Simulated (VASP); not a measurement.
Set up this calculation in VASP 6.6.1, as the native input.

- Task: electric field gradients
- Functional: LDA
- Potentials or basis: VASP PAW LDA potentials, release 64 (Pb_d, F)
- Cutoff: 520 eV
- k mesh: 7 × 7 × 7
- Occupations: fermi-dirac, width 0.03 eV
- Spin: no spin polarisation
- Dipole correction: no
- Further INCAR settings: ALGO = Normal; EDIFF = 1e-08; NBANDS = 21

The structure of PbF2 lies in POSCAR:

```
PbF2
1.0
    0.0000000000      3.0280971407      3.0280971407
    3.0280971407      0.0000000000      3.0280971407
    3.0280971407      3.0280971407      0.0000000000
Pb F
1 2
Direct
    0.0000000000      0.0000000000      0.0000000000
    0.2500000000      0.2500000000      0.2500000000
    0.7500000000      0.7500000000      0.7500000000
```

This cell differs from its parent crystal: volume scaled by 1.06.

These files were run (other wordings do the same):

INCAR

```
PREC = Accurate
ENCUT = 520
EDIFF = 1E-8
ISMEAR = -1
SIGMA = 0.03
LREAL = False
LASPH = True
NELM = 60
ALGO = Normal
ISIF = 2
LWAVE = False
LCHARG = False
LEFG = True
NBANDS = 21
```

KPOINTS

```
Automatic mesh
0
Gamma
  7 7 7
```

Potentials or basis: VASP PAW LDA potentials, release 64 (Pb_d, F).

Command:

```console
$ cat potpaw_LDA.64/Pb_d/POTCAR potpaw_LDA.64/F/POTCAR > POTCAR
$ mpirun -np 1 vasp_std > vasp.out
```

It gave:

```
Pressure               : -8.1 GPa
Band gap on the k mesh : 4.26 eV, indirect (least direct gap 4.47 eV)
```

Caveat: without QUAD_EFG the Cq values of the log hold for a quadrupole moment of 1 mb, not for the nuclei; spin-orbit coupling is left out, which moves the levels of the heavy elements.

It took 13 s on 1 thread of AMD EPYC 9R45 96-Core Processor (Zen 5) (shared host), peak memory 0.13 GiB.
